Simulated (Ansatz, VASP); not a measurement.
## SbTe2O3 in VASP and in Ansatz

```
CELL_PARAMETERS angstrom
4.46833 0.00000 0.00000
-2.23417 3.86969 0.00000
0.00000 0.00000 7.37757
ATOMIC_POSITIONS crystal
Sb 0.00000 0.00000 0.50000
Te 0.00000 0.00000 0.79237
Te 0.00000 0.00000 0.20763
O 0.33333 0.66667 0.00000
O 0.66667 0.33333 0.00000
O 0.00000 0.00000 0.00000
```

Alike in both runs: task relaxation of cell and atoms; functional PBE; k mesh 6 × 6 × 4; occupations gaussian, width 0.1 eV; no spin polarisation.

|  | VASP | Ansatz |
| --- | --- | --- |
| version | VASP 6.6.1 | Ansatz 0.2.0 |
| potentials or method | VASP PAW PBE potentials, release 64 (Sb, Te, O), cutoff 600 eV | scalar-relativistic, plane waves, PAW |
| valence electrons in the cell | 35 | 65 |

VASP gave:

- gap on the k mesh at the Fermi level, each at its own relaxed structure (eV): none
- relaxed volume (Å³/atom): 18.77
- relaxed cell length with the largest relative difference (Å): 10.221

Problem. What did Ansatz give for the same quantities?

Solution. gap on the k mesh at the Fermi level, each at its own relaxed structure (eV): none; relaxed volume (Å³/atom): 19.10; relaxed cell length with the largest relative difference (Å): 10.555.

A gap of «none» marks a metal or a gap that the smearing closes. VASP's potentials hold 35 valence electrons a cell and Ansatz's 65, so a difference there can come from the potentials and not from the codes.

Spin-orbit coupling is off throughout.
